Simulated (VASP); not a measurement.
A run of VASP 6.6.1:

POSCAR

```
Mo
1.0
   -1.1993251348      1.1993251348      1.1993251348
    1.1993251348     -1.1993251348      1.1993251348
    1.1993251348      1.1993251348     -1.1993251348
Mo
1
Direct
    0.0000000000      0.0000000000      0.0000000000
```

File INCAR.step1:

```
SYSTEM = Mo
ALGO     = Normal         ! electronic algorithm
EDIFF    = 1E-7           ! SCF threshold, eV
ENCUT    = 520            ! plane-wave cutoff, eV
GGA      = PS             ! functional
ISIF     = 2              ! what is computed and relaxed
ISMEAR   = -1             ! smearing method
LASPH    = .True.         ! aspherical terms in the spheres
LCHARG   = .True.         ! write CHGCAR
LMAXMIX  = 4              ! l up to which the mixer works
LREAL    = .False.        ! projectors in reciprocal space
LWAVE    = .False.        ! write WAVECAR
NBANDS   = 13             ! bands
NELM     = 60             ! most SCF steps
PREC     = Accurate       ! precision mode
SIGMA    = 0.08           ! smearing width, eV
```

The input KPOINTS.step1:

```
k-points
0
Gamma
  17 17 17
  0 0 0
```

File INCAR.step2:

```
SYSTEM = Mo
ALGO     = Normal         ! electronic algorithm
EDIFF    = 1E-7           ! SCF threshold, eV
ENCUT    = 520            ! plane-wave cutoff, eV
GGA      = PS             ! functional
ICHARG   = 11             ! starting density
ISIF     = 2              ! what is computed and relaxed
ISMEAR   = -5             ! smearing method
LASPH    = .True.         ! aspherical terms in the spheres
LCHARG   = .False.        ! write CHGCAR
LMAXMIX  = 4              ! l up to which the mixer works
LORBIT   = 11             ! projections on sites
LREAL    = .False.        ! projectors in reciprocal space
LWAVE    = .False.        ! write WAVECAR
NBANDS   = 13             ! bands
NEDOS    = 1001           ! points of the DOS
NELM     = 60             ! most SCF steps
PREC     = Accurate       ! precision mode
SIGMA    = 0.08           ! smearing width, eV
```

Contents of KPOINTS.step2:

```
k-points
0
Gamma
  26 26 26
  0 0 0
```

Potentials or basis: VASP PAW PBE potentials, release 64 (Mo_sv).

The run is started by

```bash
$ cat potpaw_PBE.64/Mo_sv/POTCAR > POTCAR
$ cp INCAR.step1 INCAR
$ cp KPOINTS.step1 KPOINTS
$ mpirun -np 1 vasp_std > vasp.out
$ cp INCAR.step2 INCAR
$ cp KPOINTS.step2 KPOINTS
$ mpirun -np 1 vasp_std > vasp.out
```

Hardware: 1 thread of Intel Xeon 8259CL, on a shared host.

Estimate the wall time of this run.

Run time: 50 s on 1 thread of Intel Xeon 8259CL (shared host), peak memory 0.2 GiB. Counts: k points 511.
